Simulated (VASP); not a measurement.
As:

```
CELL_PARAMETERS angstrom
3.63658 0.00000 0.00000
-1.81829 3.14937 0.00000
0.00000 0.00000 9.25644
ATOMIC_POSITIONS crystal
As 0.00000 0.00000 0.50000
As 0.00000 0.00000 0.00000
As 0.66667 0.33333 0.37980
As 0.33333 0.66667 0.62020
As 0.33333 0.66667 0.87980
As 0.66667 0.33333 0.12020
```

- Program: VASP 6.6.1
- Task: relaxation of cell and atoms
- Functional: PBE
- Potentials or basis: VASP PAW PBE potentials, release 64 (As)
- Cutoff: 600 eV
- k mesh: 6 × 6 × 2
- Occupations: gaussian, width 0.1 eV
- Spin: no spin polarisation

At the start: pressure 39.5 GPa; volume 17.67 Å³/atom.

How do energy, volume and symmetry change on relaxing?

Over 7 steps the energy falls by 768.3 meV/atom and the volume is 24.66 Å³/atom (+39.6 %); space group P6_3/mmc (No. 194, to 0.05 Å).

The path:
| step | energy change (eV) | largest force (eV/Å) | pressure (GPa) | volume (Å³) |
| --- | --- | --- | --- | --- |
| 1 | 0.0000 | 3.6961 | 39.53 | 106.01 |
| 2 | -3.3066 | 0.6885 | -7.37 | 187.79 |
| 3 | -4.6089 | 0.0236 | -0.24 | 148.49 |
| 4 | -4.6088 | 0.0601 | 0.12 | 147.54 |
| 5 | -4.6094 | 0.0012 | 0.26 | 147.34 |
| 6 | -4.6094 | 0.0001 | 0.25 | 147.34 |
| 7 | -4.6100 | 0.0174 | 0.03 | 147.96 |

Final structure:
```
As
1.0
     4.11188    0.00000    0.00000
    -2.05594    3.56100    0.00000
     0.00000    0.00000   10.10504
As
6
Cartesian
  0.0000 0.0000 5.0525
  0.0000 0.0000 0.0000
  2.0559 1.1870 3.7157
  0.0000 2.3740 6.3893
  0.0000 2.3740 8.7682
  2.0559 1.1870 1.3368
```

Caveat: the volume moved by over 15 % at a fixed basis, so the end points are rough.
